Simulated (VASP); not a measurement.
A run of VASP 6.6.1 is set up as follows.

The input INCAR:

```
PREC = Accurate ; ENCUT = 520
EDIFF = 1E-6 ; ISMEAR = 0
SIGMA = 0.1 ; LREAL = False
LASPH = True ; NELM = 60
ALGO = Normal ; ISIF = 2
LWAVE = False ; LCHARG = False
GGA = PE ; NBANDS = 18
```

File KPOINTS:

```
Automatic mesh
0
Gamma
  6 6 4
```

The input POSCAR:

```
LiGeN
1.0
    3.1517775073      0.0000000000      0.0000000000
    0.0000000000      3.1517775073      0.0000000000
    0.0000000000      0.0000000000      3.7811240955
Li Ge N
1 1 1
Direct
    0.5000000000      0.5000000000      0.0000000000
    0.0000000000      0.0000000000      0.5000000000
    0.0000000000      0.0000000000      0.0000000000
```

Potentials or basis: VASP PAW PBE potentials, release 64 (Li_sv, Ge_d, N).

The run is started by

```sh
$ cat potpaw_PBE.64/Li_sv/POTCAR potpaw_PBE.64/Ge_d/POTCAR potpaw_PBE.64/N/POTCAR > POTCAR
$ mpirun -np 1 vasp_std > vasp.out
```

(1) Predict the band gap on the k mesh.

Results:

(1) zero (bands 11 and 12 overlap by 2.39 eV).

Caveat: the k points lie up to 0.42 Å⁻¹ apart, too coarse for converged energies and pressures of a metal.
